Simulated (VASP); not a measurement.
Crystal: Al4B3Sb.

```xyz
8
Lattice="4.9053 0.0000 0.0000 0.0001 4.9534 0.0000 2.4496 2.4749 4.9167" Properties=species:S:1:pos:R:3 pbc="T T T"
Al    4.9133    0.0152    0.0217
Al    2.4694    2.4527    0.0141
Al    2.4652    4.9536    2.4477
Al    4.8811    2.4963    2.4878
B     2.4326    2.4863    2.4523
B     4.8968    4.9678    2.4752
B     0.0121    2.4961    0.0058
Sb    2.4609    4.9443    0.0100
```

The cell was built from a structure type or drawn by symmetry, and may not be a known phase.

| Item | Value |
| --- | --- |
| Program | VASP 6.6.1 |
| Task | relaxation of cell and atoms |
| Functional | PBE |
| Potentials or basis | VASP PAW PBE potentials, release 64 (Al, B, Sb) |
| Cutoff | 600 eV |
| k mesh | 4 × 4 × 3 |
| Occupations | gaussian, width 0.2 eV |
| Spin | no spin polarisation |

At the start: pressure 3.4 GPa; volume 14.93 Å³/atom.

Problem. Where does the relaxation end?

Solution. Over 10 steps the energy falls by 188.4 meV/atom and the volume is 15.12 Å³/atom (+1.2 %); space group I4/mmm (No. 139, to 0.1 Å) before, C2 (No. 5, to 0.1 Å).

The path:
| step | energy change (eV) | largest force (eV/Å) | pressure (GPa) | volume (Å³) |
| --- | --- | --- | --- | --- |
| 1 | 0.0000 | 3.6791 | 3.39 | 119.47 |
| 2 | -0.9395 | 1.7433 | -3.09 | 125.00 |
| 3 | -1.1040 | 0.8520 | -5.85 | 129.18 |
| 4 | -1.4044 | 1.1894 | 1.32 | 120.28 |
| 5 | -1.4694 | 0.3877 | -1.26 | 122.66 |
| 6 | -1.5017 | 0.2359 | -0.11 | 120.95 |
| 7 | -1.5024 | 0.2948 | 0.11 | 120.67 |
| 8 | -1.5054 | 0.2369 | 0.26 | 120.55 |
| 9 | -1.5064 | 0.0816 | 0.20 | 120.59 |
| 10 | -1.5075 | 0.0633 | -0.03 | 120.93 |

Final structure:
```xyz
8
Lattice="5.0063 0.0686 0.0574 0.0681 5.0049 0.0525 2.5946 2.5904 4.8834" Properties=species:S:1:pos:R:3 pbc="T T T"
Al    5.0115    0.1027    0.0818
Al    2.5517    2.5167    0.0659
Al    2.6064    5.0730    2.8470
Al    5.0493    2.6168    2.1613
B     2.5531    2.5752    2.4757
B     5.1072    5.1095    2.5393
B     0.0437    2.5149    0.0344
Sb    5.1713    7.6068    4.9643
```

Caveat: the k points lie up to 0.41 Å⁻¹ apart in the final cell, too coarse for converged energies and pressures of a metal; the relaxation stopped at a loose force limit of 0.08 eV/Å, so its end isn't a converged minimum.
